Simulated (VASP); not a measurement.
# MgI2 (P-3m1) in VASP: further runs

The runs below take MgI2 through single point, with PBE.

Program: VASP 6.6.1. These are calculated values, not measurements. Logs are shortened: lines on timing, memory, paths and dates and some standing lists are left out, and cuts for length are marked.

### 1 The cell of the first run

It takes space group P-3m1 (No. 164, trigonal). Conventional cell: a = 4.092 Å, b = 4.092 Å, c = 7.598 Å, α = 90.00°, β = 90.00°, γ = 120.00°. Within 3.9 Å of Mg (site symmetry -3m) lie 6 I at 2.95 Å. I (site symmetry 3m) has 3 Mg at 2.95 Å within 3.9 Å.

### 2 Single point, PBE

Contents of INCAR:

```
SYSTEM = MgI2
  PREC = Accurate
  ENCUT = 520
  EDIFF = 1E-7
  ISMEAR = 0
  SIGMA = 0.05
  LREAL = .FALSE.
  LASPH = .TRUE.
  NELM = 80
  ALGO = Normal
  ISIF = 2
  LWAVE = .FALSE.
  LCHARG = .TRUE.
  GGA = PE
  LELF = .TRUE.
  LVHAR = .TRUE.
  NBANDS = 15
```

Contents of KPOINTS:

```
Automatic mesh
0
G
  6 6 4
  0 0 0
```

Contents of POSCAR:

```
MgI2
1.0
    4.0918639477      0.0000000000      0.0000000000
   -2.0459319739      3.5436581276      0.0000000000
    0.0000000000      0.0000000000      7.5975677033
Mg I
1 2
Direct
    0.0000000000      0.0000000000      0.0000000000
    0.3333333333      0.6666666667      0.7666648737
    0.6666666667      0.3333333333      0.2333351263
```

Potentials or basis: VASP PAW PBE potentials, release 64 (Mg, I).

Started as:

```console
$ cat potpaw_PBE.64/Mg/POTCAR potpaw_PBE.64/I/POTCAR > POTCAR
$ mpirun -np 1 vasp_std > vasp.out
```

OUTCAR:

```text
SYSTEM = MgI2
   PREC = Accurate
   ENCUT = 520
   EDIFF = 1E-7
   ISMEAR = 0
   LREAL = .FALSE.
   LASPH = .TRUE.
   NELM = 80
   ISIF = 2
   GGA = PE

 ion  position               nearest neighbor table
   1  0.000  0.000  0.000-   2 2.95   3 2.95   3 2.95   2 2.95   3 2.95   2 2.95
   2  0.333  0.667  0.767-   1 2.95   1 2.95   1 2.95
   3  0.667  0.333  0.233-   1 2.95   1 2.95   1 2.95

  LATTYP: Found a hexagonal cell.
 ALAT       =     4.0918639477
 C/A-ratio  =     1.8567498334

  Lattice vectors:

 A1 = (   4.0918639477,   0.0000000000,   0.0000000000)
 A2 = (  -2.0459319739,   3.5436581276,   0.0000000000)
 A3 = (   0.0000000000,   0.0000000000,   7.5975677033)

Analysis of symmetry for initial positions (statically):
=====================================================================
 Subroutine PRICEL returns:
 Original cell was already a primitive cell.

 Routine SETGRP: Setting up the symmetry group for a
 hexagonal supercell.

 Subroutine GETGRP returns: Found 12 space group operations
 (whereof 12 operations were pure point group operations)
 out of a pool of 24 trial point group operations.

The static configuration has the point symmetry D_3d.

Analysis of symmetry for dynamics (positions and initial velocities):
=====================================================================
 Subroutine PRICEL returns:
 Original cell was already a primitive cell.

 Routine SETGRP: Setting up the symmetry group for a
 hexagonal supercell.

 Subroutine GETGRP returns: Found 12 space group operations
 (whereof 12 operations were pure point group operations)
 out of a pool of 24 trial point group operations.

The dynamic configuration has the point symmetry D_3d.

 Subroutine INISYM returns: Found 12 space group operations
 (whereof 12 operations are pure point group operations),
 and found     1 'primitive' translations

----------------------------------------------------------------------------------------

                                     Primitive cell

  volume of cell :     110.1660

  direct lattice vectors                    reciprocal lattice vectors
     4.091863948  0.000000000  0.000000000     0.244387402  0.141097132  0.000000000
    -2.045931974  3.543658128  0.000000000     0.000000000  0.282194265  0.000000000
     0.000000000  0.000000000  7.597567703     0.000000000  0.000000000  0.131621071

  length of vectors
     4.091863948  4.091863948  7.597567703     0.282194265  0.282194265  0.131621071

  position of ions in fractional coordinates (direct lattice)
     0.000000000  0.000000000  0.000000000
     0.333333333  0.666666667  0.766664874
[... 92 lines left out ...]
   EFERMI =   0.00;   METHOD = LEGACY
   ISMEAR =     0;   SIGMA  =   0.05  broadening in eV -4-tet -1-fermi 0-gaus
   EFERMI_NEDOS =   21; number of points for ismear=-14 and -15
   IALGO  =     38    algorithm
   IMIX   =      4    mixing-type and parameters
     AMIX     =   0.40;   BMIX     =  1.00
     AMIX_MAG =   1.60;   BMIX_MAG =  1.00
  volume/ion in A,a.u.               =      36.72       247.81
  Fermi-wavevector in a.u.,A,eV,Ry     =   0.860529  1.626164 10.075258  0.740511
  Thomas-Fermi vector in A             =   1.978047
   LORBIT       =      0    0 simple, 1 ext, 2 COOP (PROOUT), +10 PAW based schemes
   GGA     = PE    functional components
   LHFCALC =     F    Hartree Fock is set to
   AEXX    =    0.0000 exact exchange contribution
   IVDW    =     0    specifies the selected vdW correction
   LEPSILON=     F    determine dielectric tensor
   LRPA    =     F    only Hartree local field effects (RPA)
 non-spin polarized calculation
 Gauss-broadening in eV      SIGMA  =   0.05
  energy-cutoff  :      520.00
  volume of cell :      110.17
 maximum number of plane-waves:      2992
   NGX = 15   NGY = 15   NGZ = 29

 number of electron      15.9999999 magnetization

 Free energy of the ion-electron system (eV)
  ---------------------------------------------------
  ext. energy  EPLUGINS =         0.00000000
  ---------------------------------------------------
  free energy    TOTEN  =        -7.68866823 eV

  energy without entropy =       -7.68866823  energy(sigma->0) =       -7.68866823

 E-fermi :   2.0445     XC(G=0):  -7.8621

 val. band max:        1.8026712622   @ k =   0.0000   0.0000   0.0000
 cond. band min:       5.1433005532   @ k =   0.5000   0.0000   0.5000
 fundamental gap:      3.3406292910
 Fermi energy:         2.0444972261

 k-point     1 :       0.0000    0.0000    0.0000
  band No.  band energies     occupation
      1     -10.2315      2.00000
      2      -9.7443      2.00000
      3      -1.7123      2.00000
      4       1.1860      2.00000
      5       1.5519      2.00000
      6       1.5519      2.00000
      7       1.8027      2.00000
      8       1.8027      2.00000
      9       5.3271      0.00000
     10       6.7652      0.00000
     11       8.6169      0.00000
     12       8.6409      0.00000
     13       8.6409      0.00000
     14       9.9967      0.00000
[... 401 lines left out ...]
      2      -9.3927      2.00000
      3      -1.3334      2.00000
      4      -0.8176      2.00000
      5      -0.8176      2.00000
      6      -0.4281      2.00000
      7       0.9051      2.00000
      8       0.9051      2.00000
      9       6.0706      0.00000
     10       7.2489      0.00000
     11       7.2489      0.00000
     12       8.8440      0.00000
     13      10.3308      0.00000
     14      10.5009      0.00000
     15      10.7250      0.00000

------------------------ aborting loop because EDIFF is reached ----------------------------------------

  FORCE on cell =-STRESS in cart. coord.  units (eV):
  Direction    XX          YY          ZZ          XY          YZ          ZX
  --------------------------------------------------------------------------------------
  -------------------------------------------------------------------------------------
  Total        0.6450359      0.6450359     -0.9568087     -0.0000000      0.0000000     -0.0000000
  in kB        9.3809517      9.3809517    -13.9151567     -0.0000000      0.0000000     -0.0000000
  external PRESSURE =       1.6155822 kB  Pullay stress =       0.0000000 kB

 VOLUME and BASIS-vectors are now :
 -----------------------------------------------------------------------------
  energy-cutoff  :      520.00
  volume of cell :      110.17
      direct lattice vectors                 reciprocal lattice vectors
     4.091863948  0.000000000  0.000000000     0.244387402  0.141097132  0.000000000
    -2.045931974  3.543658128  0.000000000     0.000000000  0.282194265  0.000000000
     0.000000000  0.000000000  7.597567703     0.000000000  0.000000000  0.131621071

 POSITION                                       TOTAL-FORCE (eV/Angst)
 -----------------------------------------------------------------------------------
      0.00000      0.00000      0.00000        -0.000000      0.000000      0.000000
     -0.00000      2.36244      5.82479        -0.000000      0.000000      0.315549
      2.04593      1.18122      1.77278         0.000000     -0.000000     -0.315549
 -----------------------------------------------------------------------------------
    total drift:                                0.000000     -0.000000      0.000000

  FREE ENERGIE OF THE ION-ELECTRON SYSTEM (eV)
  ---------------------------------------------------
  free  energy   TOTEN  =        -7.6886682329 eV

  energy  without entropy=       -7.6886682329  energy(sigma->0) =       -7.68866823
```

stdout:

```text
POSCAR found type information on POSCAR MgI
 POSCAR found :  2 types and       3 ions
 scaLAPACK will be used
 LDA part: xc-table for (Slater+PW92), standard interpolation
 POSCAR, INCAR and KPOINTS ok, starting setup
 FFT: planning ... GRIDC
 FFT: planning ... GRID_SOFT
 FFT: planning ... GRID
 WAVECAR not read
 entering main loop
```

Wall time 18 s (1 thread of Intel Xeon 6975P-C (Granite Rapids), shared host); peak memory 0.23 GiB.

What came out:

| Item | Value |
| --- | --- |
| Free energy | -7.6887 eV |
| Pressure | 0.2 GPa |
| Largest force | 0.316 eV/Å |
| Band gap on the k mesh | 3.34 eV, indirect (least direct gap 3.52 eV) |

Forces on the atoms (eV/Å):
```
Mg   0.000  0.000  0.000
I    0.000  0.000  0.316
I    0.000  0.000 -0.316
```

Stress tensor (GPa, compression positive):
```
 0.94  0.00  0.00
 0.00  0.94  0.00
 0.00  0.00 -1.39
```

Caveat: spin-orbit coupling is left out, which moves the levels of the heavy elements; this functional lacks dispersion, which binds the layers, so the pressure and a relaxed spacing across them are unreliable. A hybrid or GW would open this gap; PBE tends to underestimate it.

### 3 Single point, PBE

Contents of INCAR:

```
ALGO     = Normal         # electronic algorithm
EDIFF    = 1E-7           # SCF threshold, eV
ENCUT    = 520            # plane-wave cutoff, eV
GGA      = PE             # functional
ISIF     = 2              # what is computed and relaxed
ISMEAR   = 0              # smearing method
LASPH    = True           # aspherical terms in the spheres
LCHARG   = True           # write CHGCAR
LELF     = True           # ELF
LREAL    = False          # projectors in reciprocal space
LVHAR    = True         
LWAVE    = False          # write WAVECAR
NBANDS   = 15             # bands
NELM     = 60             # most SCF steps
PREC     = Accurate       # precision mode
SIGMA    = 0.05           # smearing width, eV
```

Contents of KPOINTS:

```
k-points
0
Gamma
  6 6 4
```

Contents of POSCAR:

```
MgI2
1.0
    4.0918639477      0.0000000000      0.0000000000
   -2.0459319739      3.5436581276      0.0000000000
    0.0000000000      0.0000000000      7.5975677033
Mg I
1 2
Direct
    0.0000000000      0.0000000000      0.0000000000
    0.3333333333      0.6666666667      0.7973879295
    0.6666666667      0.3333333333      0.2026120705
```

Potentials or basis: VASP PAW PBE potentials, release 64 (Mg, I).

Started as:

```console
$ cat potpaw_PBE.64/Mg/POTCAR potpaw_PBE.64/I/POTCAR > POTCAR
$ mpirun -np 1 vasp_std > vasp.out
```

OUTCAR:

```text
EDIFF = 1E-7
   ENCUT = 520
   GGA = PE
   ISIF = 2
   ISMEAR = 0
   LASPH = True
   LREAL = False
   NELM = 60
   PREC = Accurate

 ion  position               nearest neighbor table
   1  0.000  0.000  0.000-   2 2.82   3 2.82   3 2.82   2 2.82   3 2.82   2 2.82
   2  0.333  0.667  0.797-   1 2.82   1 2.82   1 2.82
   3  0.667  0.333  0.203-   1 2.82   1 2.82   1 2.82

  LATTYP: Found a hexagonal cell.
 ALAT       =     4.0918639477
 C/A-ratio  =     1.8567498334

  Lattice vectors:

 A1 = (   4.0918639477,   0.0000000000,   0.0000000000)
 A2 = (  -2.0459319739,   3.5436581276,   0.0000000000)
 A3 = (   0.0000000000,   0.0000000000,   7.5975677033)

Analysis of symmetry for initial positions (statically):
[... 33 lines left out ...]
                                     Primitive cell

  volume of cell :     110.1660

  direct lattice vectors                    reciprocal lattice vectors
     4.091863948  0.000000000  0.000000000     0.244387402  0.141097132  0.000000000
[... 143 lines left out ...]
  band No.  band energies     occupation
      1     -10.6556      2.00000
      2      -9.8270      2.00000
      3      -1.6924      2.00000
      4       1.1038      2.00000
      5       1.1038      2.00000
      6       1.3770      2.00000
      7       1.5364      2.00000
      8       1.5364      2.00000
      9       5.7771      0.00000
     10       6.4722      0.00000
     11       8.2673      0.00000
     12       8.2673      0.00000
     13       8.3886      0.00000
     14       9.6255      0.00000
[... 401 lines left out ...]
      2      -9.6313      2.00000
      3      -1.9414      2.00000
      4      -1.2445      2.00000
      5      -1.2445      2.00000
      6      -0.5066      2.00000
      7       0.9811      2.00000
      8       0.9811      2.00000
      9       6.7416      0.00000
     10       8.0038      0.00000
     11       8.0038      0.00000
     12       9.3704      0.00000
     13       9.7715      0.00000
     14      10.2378      0.00000
     15      10.2378      0.00000

------------------------ aborting loop because EDIFF is reached ----------------------------------------

  FORCE on cell =-STRESS in cart. coord.  units (eV):
  Direction    XX          YY          ZZ          XY          YZ          ZX
  --------------------------------------------------------------------------------------
  -------------------------------------------------------------------------------------
  Total        2.6281309      2.6281309      3.1011307     -0.0000000      0.0000000     -0.0000000
  in kB       38.2216993     38.2216993     45.1006778     -0.0000000      0.0000000     -0.0000000
  external PRESSURE =      40.5146921 kB  Pullay stress =       0.0000000 kB

 VOLUME and BASIS-vectors are now :
 -----------------------------------------------------------------------------
  energy-cutoff  :      520.00
  volume of cell :      110.17
      direct lattice vectors                 reciprocal lattice vectors
     4.091863948  0.000000000  0.000000000     0.244387402  0.141097132  0.000000000
    -2.045931974  3.543658128  0.000000000     0.000000000  0.282194265  0.000000000
     0.000000000  0.000000000  7.597567703     0.000000000  0.000000000  0.131621071

 POSITION                                       TOTAL-FORCE (eV/Angst)
 -----------------------------------------------------------------------------------
      0.00000      0.00000      0.00000         0.000000      0.000000      0.000000
     -0.00000      2.36244      6.05821        -0.000000      0.000000     -1.002595
      2.04593      1.18122      1.53936         0.000000     -0.000000      1.002595
 -----------------------------------------------------------------------------------
    total drift:                                0.000000     -0.000000     -0.000000

  FREE ENERGIE OF THE ION-ELECTRON SYSTEM (eV)
  ---------------------------------------------------
  free  energy   TOTEN  =        -7.5477600136 eV

  energy  without entropy=       -7.5477600136  energy(sigma->0) =       -7.54776001
```

It took 17 s on 1 thread of Intel Xeon 6975P-C (Granite Rapids), shared host; peak memory 0.23 GiB.

What came out:

| Quantity | Value |
| --- | --- |
| Free energy | -7.5478 eV |
| Pressure | 4.1 GPa |
| Largest force | 1.003 eV/Å |
| Band gap on the k mesh | 3.80 eV, indirect (least direct gap 4.21 eV) |

Forces on the atoms (eV/Å):
```
Mg   0.000  0.000  0.000
I    0.000  0.000 -1.003
I    0.000  0.000  1.003
```

Stress tensor (GPa, compression positive):
```
3.82 0.00 0.00
0.00 3.82 0.00
0.00 0.00 4.51
```

Caveat: spin-orbit coupling is left out, which moves the levels of the heavy elements; this functional lacks dispersion, which binds the layers, so the pressure and a relaxed spacing across them are unreliable; forces of over 1 eV/Å act on the atoms, so gaps and moduli don't describe the material at rest. As with any semilocal functional, this PBE gap is likely too small.

(Part 1 of 2 ends here.)
